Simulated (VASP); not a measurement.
# InSe in VASP: notebook

Runs on InSe. Level: PBE+D3(BJ). Tasks: single point.

Everything below comes from runs of VASP 6.6.1. Logs are shortened: lines on timing, memory, paths and dates and some standing lists are left out, and cuts for length are marked.

**1. The cell of the first run**

The cell holds a slab with vacuum, 8 atoms: a = 4.027 Å, b = 4.027 Å, c = 28.271 Å, α = 90.00°, β = 90.00°, γ = 120.00°.

**2. Single point, PBE+D3(BJ) (layers slid over each other)**

Input file INCAR:

```
PREC = Accurate ; ENCUT = 520
EDIFF = 1E-6 ; ISMEAR = 0
SIGMA = 0.05 ; LREAL = F
LASPH = T ; NELM = 80
ALGO = Normal ; ISIF = 2
LWAVE = F ; LCHARG = T
LDIPOL = T ; IDIPOL = 3
DIPOL = 0.5 0.5 0.413 ; GGA = PE
IVDW = 12 ; LELF = T
LVHAR = T ; LVACPOTAV = T
NBANDS = 48
```

Input file KPOINTS:

```
Automatic mesh
0
Gamma
  9 9 1
```

Input file POSCAR:

```
InSe
1.0
    4.0266103653      0.0000000000      0.0000000000
   -2.0133051827      3.4871468675      0.0000000000
    0.0000000000      0.0000000000     28.2707107737
Se In
4 4
Direct
    0.0000000000      0.0000000000      0.1591753400
    0.0000000000      0.0000000000      0.3496677344
    0.2222222222      0.4444444444      0.4755931145
    0.2222222222      0.4444444444      0.6660855089
    0.6666666667      0.3333333333      0.2049979902
    0.6666666667      0.3333333333      0.3038451596
    0.8888888889      0.7777777778      0.5214157648
    0.8888888889      0.7777777778      0.6202629341
```

Potentials or basis: VASP PAW PBE potentials, release 64 (Se, In_d).

Command:

```
$ cat potpaw_PBE.64/Se/POTCAR potpaw_PBE.64/In_d/POTCAR > POTCAR
$ mpirun -np 1 vasp_std > vasp.out
```

OUTCAR:

```text
PREC = Accurate
   ENCUT = 520
   EDIFF = 1E-6
   ISMEAR = 0
   LREAL = F
   LASPH = T
   NELM = 80
   ISIF = 2
   GGA = PE
   IVDW = 12
 IVDW          = 12

 ion  position               nearest neighbor table
   1  0.000  0.000  0.159-   5 2.66   5 2.66   5 2.66
   2  0.000  0.000  0.350-   6 2.66   6 2.66   6 2.66
   3  0.222  0.444  0.476-   7 2.66   7 2.66   7 2.66
   4  0.222  0.444  0.666-   8 2.66   8 2.66   8 2.66
   5  0.667  0.333  0.205-   1 2.66   1 2.66   1 2.66   6 2.79
   6  0.667  0.333  0.304-   2 2.66   2 2.66   2 2.66   5 2.79
   7  0.889  0.778  0.521-   3 2.66   3 2.66   3 2.66   8 2.79
   8  0.889  0.778  0.620-   4 2.66   4 2.66   4 2.66   7 2.79

  LATTYP: Found a hexagonal cell.
 ALAT       =     4.0266103653
 C/A-ratio  =     7.0209700490

  Lattice vectors:

 A1 = (   4.0266103653,   0.0000000000,   0.0000000000)
 A2 = (  -2.0133051827,   3.4871468675,   0.0000000000)
 A3 = (   0.0000000000,   0.0000000000,  28.2707107737)

Analysis of symmetry for initial positions (statically):
=====================================================================
 Subroutine PRICEL returns:
 Original cell was already a primitive cell.

 Routine SETGRP: Setting up the symmetry group for a
 hexagonal supercell.

 Subroutine GETGRP returns: Found  2 space group operations
 (whereof  2 operations were pure point group operations)
 out of a pool of 24 trial point group operations.

The static configuration has the point symmetry C_1h.

Analysis of symmetry for dynamics (positions and initial velocities):
=====================================================================
 Subroutine PRICEL returns:
 Original cell was already a primitive cell.

 Routine SETGRP: Setting up the symmetry group for a
 hexagonal supercell.

 Subroutine GETGRP returns: Found  2 space group operations
 (whereof  2 operations were pure point group operations)
 out of a pool of 24 trial point group operations.

The dynamic configuration has the point symmetry C_1h.

 Subroutine INISYM returns: Found  2 space group operations
 (whereof  2 operations are pure point group operations),
 and found     1 'primitive' translations

----------------------------------------------------------------------------------------

                                     Primitive cell

  volume of cell :     396.9598

  direct lattice vectors                    reciprocal lattice vectors
     4.026610365  0.000000000  0.000000000     0.248347843  0.143383694  0.000000000
    -2.013305183  3.487146867  0.000000000     0.000000000  0.286767388  0.000000000
[... 111 lines left out ...]
   ISMEAR =     0;   SIGMA  =   0.05  broadening in eV -4-tet -1-fermi 0-gaus
   EFERMI_NEDOS =   21; number of points for ismear=-14 and -15
   IALGO  =     38    algorithm
   IMIX   =      4    mixing-type and parameters
     AMIX     =   0.40;   BMIX     =  1.00
     AMIX_MAG =   1.60;   BMIX_MAG =  1.00
  volume/ion in A,a.u.               =      49.62       334.85
  Fermi-wavevector in a.u.,A,eV,Ry     =   0.943548  1.783047 12.113024  0.890282
  Thomas-Fermi vector in A             =   2.071266
   LORBIT       =      0    0 simple, 1 ext, 2 COOP (PROOUT), +10 PAW based schemes
   GGA     = PE    functional components
   LHFCALC =     F    Hartree Fock is set to
   AEXX    =    0.0000 exact exchange contribution
   IVDW    =    12    specifies the selected vdW correction
   LEPSILON=     F    determine dielectric tensor
   LRPA    =     F    only Hartree local field effects (RPA)
 non-spin polarized calculation
 Gauss-broadening in eV      SIGMA  =   0.05
  energy-cutoff  :      520.00
  volume of cell :      396.96
 maximum number of plane-waves:     10749
 NGX is ok and might be reduce to    30
   NGX = 15   NGY = 15   NGZ =105

 dipolmoment           0.000000      0.000000     -0.000004 electrons x Angstroem

 number of electron      76.0000001 magnetization

 dipolmoment           0.000000      0.000000      0.000047 electrons x Angstroem

 Free energy of the ion-electron system (eV)
  ---------------------------------------------------
  ext. energy  EPLUGINS =         0.00000000
  ---------------------------------------------------
  free energy    TOTEN  =       -28.39762022 eV

  energy without entropy =      -28.39762022  energy(sigma->0) =      -28.39762022

 E-fermi :   0.0069     XC(G=0):  -5.6861

 val. band max:       -0.2645904738   @ k =   0.1111   0.0000   0.0000
 cond. band min:       0.9496673619   @ k =   0.0000   0.0000   0.0000
 fundamental gap:      1.2142578357
 Fermi energy:         0.0068843807

 k-point     1 :       0.0000    0.0000    0.0000
  band No.  band energies     occupation
      1     -14.5173      2.00000
      2     -14.5169      2.00000
      3     -14.3342      2.00000
      4     -14.3337      2.00000
      5     -14.3335      2.00000
      6     -14.3334      2.00000
[... 1213 lines left out ...]
     47       5.2782      0.00000
     48       5.3291      0.00000

 [... further k-points ...]

------------------------ aborting loop because EDIFF is reached ----------------------------------------

 Edisp (eV)   -1.98800

 E8    (eV) :    -0.9321

  FORCE on cell =-STRESS in cart. coord.  units (eV):
  Direction    XX          YY          ZZ          XY          YZ          ZX
  --------------------------------------------------------------------------------------
  -------------------------------------------------------------------------------------
  Total      -0.09330    -0.02603    -0.38507     0.00000     0.11596    -0.00000
  in kB      -0.37656    -0.10506    -1.55418     0.00000     0.46803    -0.00000
  external pressure =       -0.68 kB  Pullay stress =        0.00 kB

 VOLUME and BASIS-vectors are now :
 -----------------------------------------------------------------------------
  energy-cutoff  :      520.00
  volume of cell :      396.96
      direct lattice vectors                 reciprocal lattice vectors
     4.026610365  0.000000000  0.000000000     0.248347843  0.143383694  0.000000000
    -2.013305183  3.487146867  0.000000000     0.000000000  0.286767388  0.000000000
     0.000000000  0.000000000 28.270710774     0.000000000  0.000000000  0.035372298

 POSITION                                       TOTAL-FORCE (eV/Angst)
 -----------------------------------------------------------------------------------
      0.00000      0.00000      4.50000         0.000000     -0.001095     -0.012036
      0.00000      0.00000      9.88536         0.000000     -0.030177      0.061336
     -0.00000      1.54984     13.44536        -0.000000      0.024944     -0.062258
     -0.00000      1.54984     18.83071        -0.000000      0.000394      0.011851
      2.01331      1.16238      5.79544         0.000000     -0.002667      0.014038
      2.01331      1.16238      8.58992        -0.000000      0.006200      0.017950
      2.01331      2.71223     14.74079        -0.000000      0.001056     -0.016702
      2.01331      2.71223     17.53527        -0.000000      0.001344     -0.014180
 -----------------------------------------------------------------------------------
    total drift:                               -0.000001      0.000264     -0.000311

  FREE ENERGIE OF THE ION-ELECTRON SYSTEM (eV)
  ---------------------------------------------------
  free  energy   TOTEN  =       -30.3856212484 eV

  energy  without entropy=      -30.3856212484  energy(sigma->0) =      -30.38562125

 vacuum level on the upper side and lower side of the slab         5.491         5.490
```

OSZICAR:

```text
N       E                     dE             d eps       ncg     rms          rms(c)
DAV:   1     0.722441742151E+03    0.72244E+03   -0.32788E+04  2504   0.150E+03
DAV:   2     0.752202337053E+02   -0.64722E+03   -0.62736E+03  2488   0.382E+02
DAV:   3    -0.229132131392E+02   -0.98133E+02   -0.95489E+02  2952   0.177E+02
[... 15 lines left out ...]
DAV:  19    -0.283976054226E+02   -0.85210E-05   -0.18794E-07  1704   0.626E-03    0.965E-04
DAV:  20    -0.283976119667E+02   -0.65441E-05   -0.99373E-08  1680   0.239E-03    0.988E-04
DAV:  21    -0.283976170447E+02   -0.50779E-05   -0.98361E-08  1632   0.274E-03    0.763E-04
DAV:  22    -0.283976193729E+02   -0.23283E-05   -0.58316E-08  1576   0.228E-03    0.342E-04
DAV:  23    -0.283976202239E+02   -0.85103E-06   -0.34121E-08  1520   0.939E-04
   1 F= -.30385621E+02 E0= -.30385621E+02  d E =-.251076E-15
```

Wall time 22 min (1 thread of Intel Xeon Platinum 8375C at 2.90GHz (Ice Lake), shared host); peak memory 0.64 GiB.

Results:

```
Free energy                : -30.3856 eV
Largest force              : 0.068 eV/Å
Band gap on the k mesh     : 1.21 eV (least direct gap 1.26 eV)
Dispersion energy per atom : -0.248 eV
```

Forces in eV/Å, atoms in the order of the input:
```
Se   0.000 -0.001 -0.012
Se   0.000 -0.030  0.061
Se   0.000  0.025 -0.062
Se   0.000  0.000  0.012
In   0.000 -0.003  0.014
In   0.000  0.006  0.018
In   0.000  0.001 -0.017
In   0.000  0.001 -0.014
```

Levels at points of the mesh, in eV from the valence-band top:
| k point | band 36 | band 37 | band 38 | band 39 | band 40 | band 41 |
| --- | --- | --- | --- | --- | --- | --- |
| (0.00, 0.00, 0.00) | -0.61 | -0.58 | -0.04 | 1.21 | 1.68 | 2.58 |

Caveat: the cell differs from its parent crystal (layers slid over each other); spin-orbit coupling is left out, which moves the levels of the heavy elements.

**3. Single point, PBE+D3(BJ) (layers slid over each other)**

Input file INCAR:

```
SYSTEM = InSe
PREC     = Accurate       ! precision mode
ENCUT    = 520            ! plane-wave cutoff, eV
EDIFF    = 1E-6           ! SCF threshold, eV
ISMEAR   = 0              ! smearing method
SIGMA    = 0.05           ! smearing width, eV
LREAL    = .False.        ! projectors in reciprocal space
LASPH    = .True.         ! aspherical terms in the spheres
NELM     = 80             ! most SCF steps
ALGO     = Normal         ! electronic algorithm
ISIF     = 2              ! what is computed and relaxed
LWAVE    = .False.        ! write WAVECAR
LCHARG   = .False.        ! write CHGCAR
LDIPOL   = .True.       
IDIPOL   = 3            
DIPOL    = 0.5 0.5 0.413
GGA      = PE             ! functional
IVDW     = 12             ! dispersion correction
NBANDS   = 48             ! bands
```

Input file KPOINTS:

```
Automatic mesh
0
Gamma
  9 9 1
  0 0 0
```

Input file POSCAR:

```
InSe
1.0
    4.0266103653      0.0000000000      0.0000000000
   -2.0133051827      3.4871468675      0.0000000000
    0.0000000000      0.0000000000     28.2707107737
Se In
4 4
Direct
    0.0000000000      0.0000000000      0.1591753400
    0.0000000000      0.0000000000      0.3496677344
    0.1111111111      0.2222222222      0.4755931145
    0.1111111111      0.2222222222      0.6660855089
    0.6666666667      0.3333333333      0.2049979902
    0.6666666667      0.3333333333      0.3038451596
    0.7777777778      0.5555555556      0.5214157648
    0.7777777778      0.5555555556      0.6202629341
```

Potentials or basis: VASP PAW PBE potentials, release 64 (Se, In_d).

Command:

```
$ cat potpaw_PBE.64/Se/POTCAR potpaw_PBE.64/In_d/POTCAR > POTCAR
$ mpirun -np 1 vasp_std > vasp.out
```

OUTCAR:

```text
SYSTEM = InSe
   PREC = Accurate
   ENCUT = 520
   EDIFF = 1E-6
   ISMEAR = 0
   LREAL = .False.
   LASPH = .True.
   NELM = 80
   ISIF = 2
   GGA = PE
   IVDW = 12
 IVDW          = 12

 ion  position               nearest neighbor table
   1  0.000  0.000  0.159-   5 2.66   5 2.66   5 2.66
   2  0.000  0.000  0.350-   6 2.66   6 2.66   6 2.66
   3  0.111  0.222  0.476-   7 2.66   7 2.66   7 2.66
[... 1450 lines left out ...]
  -------------------------------------------------------------------------------------
  Total      -0.07406    -0.03087     0.03173     0.00000     0.16757    -0.00000
  in kB      -0.29891    -0.12461     0.12805     0.00000     0.67632    -0.00000
  external pressure =       -0.10 kB  Pullay stress =        0.00 kB

 VOLUME and BASIS-vectors are now :
 -----------------------------------------------------------------------------
  energy-cutoff  :      520.00
  volume of cell :      396.96
      direct lattice vectors                 reciprocal lattice vectors
     4.026610365  0.000000000  0.000000000     0.248347843  0.143383694  0.000000000
    -2.013305183  3.487146867  0.000000000     0.000000000  0.286767388  0.000000000
     0.000000000  0.000000000 28.270710774     0.000000000  0.000000000  0.035372298

 POSITION                                       TOTAL-FORCE (eV/Angst)
 -----------------------------------------------------------------------------------
      0.00000      0.00000      4.50000         0.000000     -0.001173     -0.011625
      0.00000      0.00000      9.88536         0.000000     -0.041332      0.001873
     -0.00000      0.77492     13.44536        -0.000000      0.038326     -0.001982
     -0.00000      0.77492     18.83071        -0.000000      0.000741      0.011608
      2.01331      1.16238      5.79544         0.000000     -0.003295      0.010879
      2.01331      1.16238      8.58992        -0.000000      0.005592     -0.010253
      2.01331      1.93730     14.74079         0.000000     -0.001341      0.010421
      2.01331      1.93730     17.53527        -0.000000      0.002482     -0.010920
 -----------------------------------------------------------------------------------
    total drift:                               -0.000000      0.000071     -0.000387

  FREE ENERGIE OF THE ION-ELECTRON SYSTEM (eV)
  ---------------------------------------------------
  free  energy   TOTEN  =       -30.3564905891 eV

  energy  without entropy=      -30.3564905891  energy(sigma->0) =      -30.35649059

 vacuum level on the upper side and lower side of the slab         5.402         5.403
```

OSZICAR:

```text
N       E                     dE             d eps       ncg     rms          rms(c)
DAV:   1     0.726090903507E+03    0.72609E+03   -0.32737E+04  2480   0.151E+03
DAV:   2     0.750962480922E+02   -0.65099E+03   -0.63094E+03  2520   0.383E+02
DAV:   3    -0.228723837824E+02   -0.97969E+02   -0.96105E+02  2944   0.177E+02
[... 15 lines left out ...]
DAV:  19    -0.283706746362E+02   -0.99661E-05   -0.14808E-07  1808   0.269E-03    0.970E-04
DAV:  20    -0.283706824261E+02   -0.77899E-05   -0.13185E-07  1688   0.218E-03    0.906E-04
DAV:  21    -0.283706856838E+02   -0.32577E-05   -0.55015E-08  1584   0.176E-03    0.518E-04
DAV:  22    -0.283706880693E+02   -0.23855E-05   -0.54884E-08  1624   0.124E-03    0.193E-04
DAV:  23    -0.283706884572E+02   -0.38790E-06   -0.11714E-08  1488   0.932E-04
   1 F= -.30356491E+02 E0= -.30356491E+02  d E =-.521884E-12
```

stdout:

```text
POSCAR found type information on POSCAR SeIn
 POSCAR found :  2 types and       8 ions
 scaLAPACK will be used
 LDA part: xc-table for (Slater+PW92), standard interpolation
 POSCAR, INCAR and KPOINTS ok, starting setup
 FFT: planning ... GRIDC
 FFT: planning ... GRID_SOFT
 FFT: planning ... GRID
 WAVECAR not read
 entering main loop
```

It took 25 min on 1 thread of Intel Xeon 8259CL, shared host; peak memory 0.63 GiB.

What came out:

```
Free energy                : -30.3565 eV
Largest force              : 0.041 eV/Å
Band gap on the k mesh     : 1.16 eV (least direct gap 1.21 eV)
Dispersion energy per atom : -0.248 eV
```

Forces on the atoms (eV/Å):
```
Se   0.000 -0.001 -0.012
Se   0.000 -0.041  0.002
Se   0.000  0.038 -0.002
Se   0.000  0.001  0.012
In   0.000 -0.003  0.011
In   0.000  0.006 -0.010
In   0.000 -0.001  0.010
In   0.000  0.002 -0.011
```

Caveat: the cell differs from its parent crystal (layers slid over each other); spin-orbit coupling is left out, which moves the levels of the heavy elements.
